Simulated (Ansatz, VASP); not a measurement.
LiCl in VASP and in Ansatz

INCAR

```
SYSTEM = LiCl
PREC     = Accurate       ! precision mode
ENCUT    = 520            ! plane-wave cutoff, eV
EDIFF    = 1E-6           ! SCF threshold, eV
ISMEAR   = 0              ! smearing method
SIGMA    = 0.05           ! smearing width, eV
LREAL    = .FALSE.        ! projectors in reciprocal space
LASPH    = .TRUE.         ! aspherical terms in the spheres
NELM     = 100            ! most SCF steps
ALGO     = Normal         ! electronic algorithm
ISIF     = 2              ! what is computed and relaxed
LWAVE    = .FALSE.        ! write WAVECAR
LCHARG   = .FALSE.        ! write CHGCAR
GGA      = PE             ! functional
NBANDS   = 12             ! bands
```

KPOINTS

```
regular mesh
0
G
  8 8 8
  0 0 0
```

The input POSCAR:

```
LiCl
1.0
    0.0000000000      2.5647600000      2.5647600000
    2.5647600000      0.0000000000      2.5647600000
    2.5647600000      2.5647600000      0.0000000000
Li Cl
1 1
Direct
    0.0852906315     -0.0852906315      0.0852906315
    0.5000000000      0.5000000000      0.5000000000
```

Input for Ansatz:

```yaml
crystal:
  lattice:
    - [0.0, 2.56476, 2.56476]
    - [2.56476, 0.0, 2.56476]
    - [2.56476, 2.56476, 0.0]
  atoms:
    - { symbol: Li, position: [0.0852906315, -0.0852906315, 0.0852906315] }
    - { symbol: Cl, position: [0.5, 0.5, 0.5] }
basis:
  ecutwfc: 420
kpoints:
  mp_grid: { grid: [8, 8, 8] }
hamiltonian:
  xc: pbe
scf:
  occupations: { method: gaussian, width: 0.05 }
output:
  forces: true
  stress: true
  eigenvalues: true
```

Change from the starting cell: all Li atoms moved +0.438 Å, as atom 1 along Cartesian [0 1 0].

Alike in both runs: task single point; functional PBE; k mesh 8 × 8 × 8; occupations gaussian, width 0.05 eV; no spin polarisation.

|  | VASP | Ansatz |
| --- | --- | --- |
| version | VASP 6.6.1 | Ansatz 0.2.0 |
| potentials or method | VASP PAW PBE potentials, release 64 (Li_sv, Cl), cutoff 520 eV | scalar-relativistic, plane waves, PAW |
| valence electrons in the cell | 10 | 10 |

Ansatz gave:

* gap on the k mesh at the Fermi level (eV): 6.22
* least direct gap on the mesh (eV): 6.22
* rms of the force components (eV/Å): 0.519

Problem. Which values does VASP return?

Solution. gap on the k mesh at the Fermi level (eV): 6.23; least direct gap on the mesh (eV): 6.23; rms of the force components (eV/Å): 0.529.

Atom by atom the forces differ by 0.010 eV/Å (rms over components). The functional is the same, so the differences come from potentials, cutoffs and numerics.

Noted on VASP's run: the cutoff is under 1.25 times that of the potentials, so the pressure is a little rough.
